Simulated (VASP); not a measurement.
# BN (F-43m) in VASP: notebook

BN is run at these levels: r2SCAN; tasks: single point.

All numbers are computed with VASP 6.6.1; they aren't measurements. Logs are shortened: lines on timing, memory, paths and dates and some standing lists are left out, and cuts for length are marked.

## Step 1: The cell of the first run

Symmetry: F-43m, No. 216, cubic system. Conventional cell: a = 3.626 Å, b = 3.626 Å, c = 3.626 Å, α = 90.00°, β = 90.00°, γ = 90.00°. B (site symmetry -43m) has 4 N at 1.57 Å within 2.1 Å. Within 2.1 Å of N (site symmetry -43m) lie 4 B at 1.57 Å.

## Step 2: Single point, r2SCAN

POSCAR reads:

```
BN
1.0
    3.6260020000      0.0000000000      0.0000000000
    0.0000000000     -3.6260020000      0.0000000000
    0.0000000000      0.0000000000     -3.6260020000
B N
4 4
Direct
    0.0000000000      0.5000000000      0.5000000000
    0.5000000000      0.0000000000      0.5000000000
    0.5000000000      0.5000000000      0.0000000000
    0.0000000000      0.0000000000      0.0000000000
    0.7500000000      0.7500000000      0.7500000000
    0.2500000000      0.2500000000      0.7500000000
    0.2500000000      0.7500000000      0.2500000000
    0.7500000000      0.2500000000      0.2500000000
```

INCAR.step1 reads:

```
SYSTEM = BN
ALGO = Normal
EDIFF = 1E-4
ENCUT = 520
GGA = PE
ISMEAR = 0
LASPH = .True.
LCHARG = .False.
LREAL = .False.
LWAVE = .True.
NBANDS = 26
NELM = 60
PREC = Accurate
SIGMA = 0.05
```

INCAR.step2 reads:

```
SYSTEM = BN
ALGO = Normal
EDIFF = 1E-6
ENCUT = 520
ISIF = 2
ISMEAR = 0
ISTART = 1
LASPH = .True.
LCHARG = .False.
LMIXTAU = .True.
LREAL = .False.
LWAVE = .False.
METAGGA = R2SCAN
NBANDS = 26
NELM = 60
PREC = Accurate
SIGMA = 0.05
```

KPOINTS reads:

```
k-points
0
Gamma
  6 6 6
  0 0 0
```

Potentials or basis: VASP PAW PBE potentials, release 64 (B, N).

The run is started by

```
> cat potpaw_PBE.64/B/POTCAR potpaw_PBE.64/N/POTCAR > POTCAR
> cp INCAR.step1 INCAR
> mpirun -np 1 vasp_std > vasp.out
> cp INCAR.step2 INCAR
> mpirun -np 1 vasp_std > vasp.out
```

OUTCAR:

```text
SYSTEM = BN
   EDIFF = 1E-6
   ENCUT = 520
   ISIF = 2
   ISMEAR = 0
   ISTART = 1
   LASPH = .True.
   LREAL = .False.
   METAGGA = R2SCAN
   NELM = 60
   PREC = Accurate

 ion  position               nearest neighbor table
   1  0.000  0.500  0.500-   5 1.57   6 1.57   7 1.57   8 1.57
   2  0.500  0.000  0.500-   5 1.57   6 1.57   7 1.57   8 1.57
   3  0.500  0.500  0.000-   5 1.57   6 1.57   7 1.57   8 1.57
   4  0.000  0.000  0.000-   5 1.57   6 1.57   7 1.57   8 1.57
   5  0.750  0.750  0.750-   1 1.57   2 1.57   3 1.57   4 1.57
   6  0.250  0.250  0.750-   1 1.57   2 1.57   3 1.57   4 1.57
   7  0.250  0.750  0.250-   1 1.57   2 1.57   3 1.57   4 1.57
   8  0.750  0.250  0.250-   1 1.57   2 1.57   3 1.57   4 1.57

  LATTYP: Found a simple cubic cell.
 ALAT       =     3.6260020000

  Lattice vectors:

 A1 = (   3.6260020000,   0.0000000000,   0.0000000000)
 A2 = (   0.0000000000,  -3.6260020000,   0.0000000000)
 A3 = (   0.0000000000,   0.0000000000,  -3.6260020000)

Analysis of symmetry for initial positions (statically):
=====================================================================
 Subroutine PRICEL returns following result:

  LATTYP: Found a face centered cubic cell.
 ALAT       =     3.6260020000

  Lattice vectors:

 A1 = (   1.8130010000,   1.8130010000,   0.0000000000)
 A2 = (   1.8130010000,   0.0000000000,  -1.8130010000)
 A3 = (   0.0000000000,   1.8130010000,  -1.8130010000)

   4 primitive cells build up your supercell.

 Routine SETGRP: Setting up the symmetry group for a
 simple cubic supercell.

 Subroutine GETGRP returns: Found 24 space group operations
 (whereof 24 operations were pure point group operations)
 out of a pool of 48 trial point group operations.

The static configuration has the point symmetry T_d .

Analysis of symmetry for dynamics (positions and initial velocities):
=====================================================================
 Subroutine PRICEL returns following result:

  LATTYP: Found a face centered cubic cell.
 ALAT       =     3.6260020000

  Lattice vectors:

 A1 = (   1.8130010000,   1.8130010000,   0.0000000000)
 A2 = (   1.8130010000,   0.0000000000,  -1.8130010000)
 A3 = (   0.0000000000,   1.8130010000,  -1.8130010000)

   4 primitive cells build up your supercell.

 Routine SETGRP: Setting up the symmetry group for a
 simple cubic supercell.

 Subroutine GETGRP returns: Found 24 space group operations
 (whereof 24 operations were pure point group operations)
 out of a pool of 48 trial point group operations.

The dynamic configuration has the point symmetry T_d .

 Subroutine INISYM returns: Found 24 space group operations
 (whereof 24 operations are pure point group operations),
 and found     4 'primitive' translations

----------------------------------------------------------------------------------------

                                     Primitive cell

  volume of cell :      11.9186

  direct lattice vectors                    reciprocal lattice vectors
     1.813001000  1.813001000  0.000000000     0.275785838  0.275785838  0.275785838
     1.813001000  0.000000000 -1.813001000     0.275785838 -0.275785838 -0.275785838
     0.000000000  1.813001000 -1.813001000    -0.275785838  0.275785838 -0.275785838

  length of vectors
     2.563970603  2.563970603  2.563970603     0.477675083  0.477675083  0.477675083

  position of ions in fractional coordinates (direct lattice)
     0.000000000  0.000000000  0.000000000
     0.250000000  0.250000000  0.250000000

  ion indices of the primitive-cell ions
   primitive index   ion index
                 1           1
                 2           5

----------------------------------------------------------------------------------------

 KPOINTS: k-points

Automatic generation of k-mesh.
 Grid dimensions read from file:
 generate k-points for:    6    6    6

 Generating k-lattice:

  Cartesian coordinates                     Fractional coordinates (reciprocal lattice)
     0.045964306  0.000000000  0.000000000     0.166666667  0.000000000  0.000000000
     0.000000000 -0.045964306  0.000000000     0.000000000  0.166666667  0.000000000
     0.000000000  0.000000000 -0.045964306     0.000000000  0.000000000  0.166666667

  Length of vectors
     0.045964306  0.045964306  0.045964306

  Shift w.r.t. Gamma in fractional coordinates (k-lattice)
     0.000000000  0.000000000  0.000000000

 Subroutine IBZKPT returns following result:
 ===========================================

 Found     20 irreducible k-points:

 Following reciprocal coordinates:
            Coordinates               Weight
  0.000000  0.000000  0.000000      1.000000
  0.166667  0.000000  0.000000      6.000000
  0.333333  0.000000  0.000000      6.000000
  0.500000  0.000000  0.000000      3.000000
  0.166667  0.166667  0.000000     12.000000
  0.333333  0.166667  0.000000     24.000000
[... 12 lines left out ...]
  0.500000  0.500000  0.333333      6.000000
  0.500000  0.500000  0.500000      1.000000
   k-points           NKPTS =     20   k-points in BZ     NKDIM =     20   number of bands    NBANDS=     26
   number of dos      NEDOS =    301   number of ions     NIONS =      8
   total plane-waves  NPLWV =  21952
   dimension x,y,z NGX =    28 NGY =   28 NGZ =   28
   dimension x,y,z NGXF=    56 NGYF=   56 NGZF=   56
   ions per type =               4   4
   NGX,Y,Z   is equivalent  to a cutoff of  12.84, 12.84, 12.84 a.u.
   NGXF,Y,Z  is equivalent  to a cutoff of  25.68, 25.68, 25.68 a.u.
 SYSTEM =  BN
   PREC   = accura    normal or accurate (medium, high low for compatibility)
   ISTART =      1    job   : 0-new  1-cont  2-samecut
   ICHARG =      0    charge: 1-file 2-atom 10-const
   ISPIN  =      1    spin polarized calculation?
   LNONCOLLINEAR =      F non collinear calculations
   LSORBIT =      F    spin-orbit coupling
   LASPH  =      T    aspherical Exc in radial PAW
   ENCUT  =  520.0 eV  38.22 Ry    6.18 a.u.   6.74  6.74  6.74*2*pi/ulx,y,z
   NELM   =     60;   NELMIN=  2; NELMDL=  0     # of ELM steps
   EDIFF  = 0.1E-05   stopping-criterion for ELM
   LREAL  =      F    real-space projection
   EDIFFG = 0.1E-04   stopping-criterion for IOM
   NSW    =      0    number of steps for IOM
   IBRION =     -1    ionic relax: 0-MD 1-quasi-New 2-CG
   NFREE  =      0    steps in history (QN), initial steepest desc. (CG)
   ISIF   =      2    stress and relaxation
   ISYM   =      2    0-nonsym 1-usesym 2-fastsym
   POTIM  = 0.5000    time-step for ionic-motion
   TEBEG  =    0.0;   TEEND  =   0.0 temperature during run
   PSTRESS=    0.0 pullay stress
   NELECT =      32.0000    total number of electrons
   NUPDOWN=      -1.0000    fix difference up-down
   EMIN   =  10.00;   EMAX   =-10.00  energy-range for DOS
   EFERMI =   0.00;   METHOD = LEGACY
   ISMEAR =     0;   SIGMA  =   0.05  broadening in eV -4-tet -1-fermi 0-gaus
   EFERMI_NEDOS =   21; number of points for ismear=-14 and -15
   IALGO  =     38    algorithm
   IMIX   =      4    mixing-type and parameters
     AMIX     =   0.40;   BMIX     =  1.00
     AMIX_MAG =   1.60;   BMIX_MAG =  1.00
  volume/ion in A,a.u.               =       5.96        40.22
  Fermi-wavevector in a.u.,A,eV,Ry     =   1.433387  2.708709 27.954506  2.054598
  Thomas-Fermi vector in A             =   2.552911
   LORBIT       =      0    0 simple, 1 ext, 2 COOP (PROOUT), +10 PAW based schemes
   METAGGA = R2SCAN    functional components
   LHFCALC =     F    Hartree Fock is set to
   AEXX    =    0.0000 exact exchange contribution
   IVDW    =     0    specifies the selected vdW correction
   LEPSILON=     F    determine dielectric tensor
   LRPA    =     F    only Hartree local field effects (RPA)
 non-spin polarized calculation
 Gauss-broadening in eV      SIGMA  =   0.05
  energy-cutoff  :      520.00
  volume of cell :       47.67
 maximum number of plane-waves:      1328
 NGX is ok and might be reduce to    28

 number of electron      31.9999995 magnetization

 Free energy of the ion-electron system (eV)
  ---------------------------------------------------
  ext. energy  EPLUGINS =         0.00000000
  ---------------------------------------------------
  free energy    TOTEN  =       -76.68177094 eV

  energy without entropy =      -76.68177094  energy(sigma->0) =      -76.68177094

 E-fermi :   7.3577     XC(G=0): -13.5980

 val. band max:        7.1308049612   @ k =   0.0000   0.0000   0.0000
 cond. band min:      12.0955932859   @ k =   0.0000   0.0000   0.0000
 fundamental gap:      4.9647883247
 Fermi energy:         7.3577145349

 k-point     1 :       0.0000    0.0000    0.0000
  band No.  band energies     occupation
      1     -14.0549      2.00000
      2      -8.3969      2.00000
      3      -8.3969      2.00000
      4      -8.3969      2.00000
      5      -2.1278      2.00000
      6      -2.1278      2.00000
[... 18 lines left out ...]
     25      16.8914      0.00000
     26      18.0365      0.00000

 k-point     2 :       0.1667    0.0000    0.0000
  band No.  band energies     occupation
      1     -13.8234      2.00000
      2      -9.1540      2.00000
      3      -8.3290      2.00000
      4      -8.3290      2.00000
      5      -1.9333      2.00000
      6      -1.9333      2.00000
[... 18 lines left out ...]
     25      17.7047      0.00000
     26      18.6934      0.00000

 k-point     3 :       0.3333    0.0000    0.0000
  band No.  band energies     occupation
      1     -13.1396      2.00000
      2     -10.6252      2.00000
      3      -8.1862      2.00000
      4      -8.1862      2.00000
      5      -1.3811      2.00000
      6      -1.3811      2.00000
[... 456 lines left out ...]
 k-point    19 :       0.5000    0.5000    0.3333
  band No.  band energies     occupation
      1      -9.9528      2.00000
      2      -9.9528      2.00000
      3      -9.9528      2.00000
      4      -9.9528      2.00000
      5      -3.3174      2.00000
      6      -3.3174      2.00000
[... 18 lines left out ...]
     25      18.8842      0.00000
     26      18.8842      0.00000

 k-point    20 :       0.5000    0.5000    0.5000
  band No.  band energies     occupation
      1      -9.8035      2.00000
      2      -9.8035      2.00000
      3      -9.8035      2.00000
      4      -9.8035      2.00000
      5      -3.8671      2.00000
      6      -3.8671      2.00000
[... 18 lines left out ...]
     25      18.5476      0.00000
     26      18.5476      0.00000

------------------------ aborting loop because EDIFF is reached ----------------------------------------

  FORCE on cell =-STRESS in cart. coord.  units (eV):
  Direction    XX          YY          ZZ          XY          YZ          ZX
  --------------------------------------------------------------------------------------
  -------------------------------------------------------------------------------------
  Total       -1.2201389     -1.2201389     -1.2201389     -0.0000000     -0.0000000      0.0000000
  in kB      -41.0048978    -41.0048978    -41.0048978     -0.0000000     -0.0000000      0.0000000
  external PRESSURE =     -41.0048978 kB  Pullay stress =       0.0000000 kB

 VOLUME and BASIS-vectors are now :
 -----------------------------------------------------------------------------
  energy-cutoff  :      520.00
  volume of cell :       47.67
      direct lattice vectors                 reciprocal lattice vectors
     3.626002000  0.000000000  0.000000000     0.275785838  0.000000000  0.000000000
     0.000000000 -3.626002000  0.000000000     0.000000000 -0.275785838  0.000000000
     0.000000000  0.000000000 -3.626002000     0.000000000  0.000000000 -0.275785838

 POSITION                                       TOTAL-FORCE (eV/Angst)
 -----------------------------------------------------------------------------------
      0.00000     -1.81300     -1.81300         0.000000      0.000000      0.000000
      1.81300      0.00000     -1.81300         0.000000      0.000000      0.000000
      1.81300     -1.81300      0.00000         0.000000      0.000000      0.000000
      0.00000      0.00000      0.00000         0.000000     -0.000000      0.000000
      2.71950     -2.71950     -2.71950        -0.000000     -0.000000     -0.000000
      0.90650     -0.90650     -2.71950        -0.000000      0.000000      0.000000
      0.90650     -2.71950     -0.90650         0.000000     -0.000000     -0.000000
      2.71950     -0.90650     -0.90650        -0.000000      0.000000     -0.000000
 -----------------------------------------------------------------------------------
    total drift:                                0.000000     -0.000000     -0.000000

  FREE ENERGIE OF THE ION-ELECTRON SYSTEM (eV)
  ---------------------------------------------------
  free  energy   TOTEN  =       -76.6817709417 eV

  energy  without entropy=      -76.6817709417  energy(sigma->0) =      -76.68177094
```

Run time: 2.1 min. Hardware: 1 thread of AMD EPYC 7R43 (Zen 3), shared host; peak memory 0.12 GiB.

Results:

* Free energy: -76.6818 eV
* Pressure: -4.1 GPa
* Band gap on the k mesh: 4.96 eV

Caveat: the PAW data sets were made with another functional, which shifts forces and pressure a little.

## Step 3: Single point, r2SCAN

This run uses another cell than the first one: it holds 2 atoms, not 8.

POSCAR reads:

```
BN
1.0
    0.0000000000      1.8130010000      1.8130010000
    1.8130010000      0.0000000000      1.8130010000
    1.8130010000      1.8130010000      0.0000000000
B N
1 1
Direct
    0.0000000000      0.0000000000      0.0000000000
    0.7500000000      0.7500000000      0.7500000000
```

INCAR.step1 reads:

```
ALGO = Normal
EDIFF = 1E-4
ENCUT = 520
GGA = PE
ISMEAR = 0
LASPH = T
LCHARG = F
LREAL = F
LWAVE = T
NBANDS = 11
NELM = 80
PREC = Accurate
SIGMA = 0.05
```

INCAR.step2 reads:

```
ALGO = Normal
EDIFF = 1E-6
ENCUT = 520
ISIF = 2
ISMEAR = 0
ISTART = 1
LASPH = T
LCHARG = T
LELF = T
LMIXTAU = T
LREAL = F
LVHAR = T
LWAVE = F
METAGGA = R2SCAN
NBANDS = 11
NELM = 80
PREC = Accurate
SIGMA = 0.05
```

KPOINTS reads:

```
k-points
0
Gamma
  12 12 12
```

Potentials or basis: VASP PAW PBE potentials, release 64 (B, N).

The run is started by

```
> cat potpaw_PBE.64/B/POTCAR potpaw_PBE.64/N/POTCAR > POTCAR
> cp INCAR.step1 INCAR
> mpirun -np 1 vasp_std > vasp.out
> cp INCAR.step2 INCAR
> mpirun -np 1 vasp_std > vasp.out
```

Run time: 16 s. Hardware: 1 thread of Intel Xeon 6975P-C (Granite Rapids), shared host; peak memory 0.12 GiB.

Results (log left out):

```
Free energy            : -19.1704 eV
Pressure               : -4.1 GPa
Band gap on the k mesh : 4.96 eV, indirect (least direct gap 9.48 eV)
```

Levels at points of the mesh, in eV from the valence-band top:
| k point | band 1 | band 2 | band 3 | band 4 | band 5 | band 6 | band 7 | band 8 |
| --- | --- | --- | --- | --- | --- | --- | --- | --- |
| (0.00, 0.00, 0.00) | -21.19 | 0.00 | 0.00 | 0.00 | 9.48 | 9.48 | 9.48 | 10.91 |
| (0.50, 0.00, 0.00) | -16.93 | -11.00 | -2.00 | -2.00 | 10.66 | 11.42 | 11.42 | 16.30 |
| (0.50, 0.50, 0.00) | -15.53 | -9.26 | -5.05 | -5.05 | 4.96 | 9.76 | 19.11 | 19.11 |

Caveat: the PAW data sets were made with another functional, which shifts forces and pressure a little. r2SCAN opens gaps a little over a GGA but as a rule still falls short of measured ones.

(Continued in part 2 of 2.)
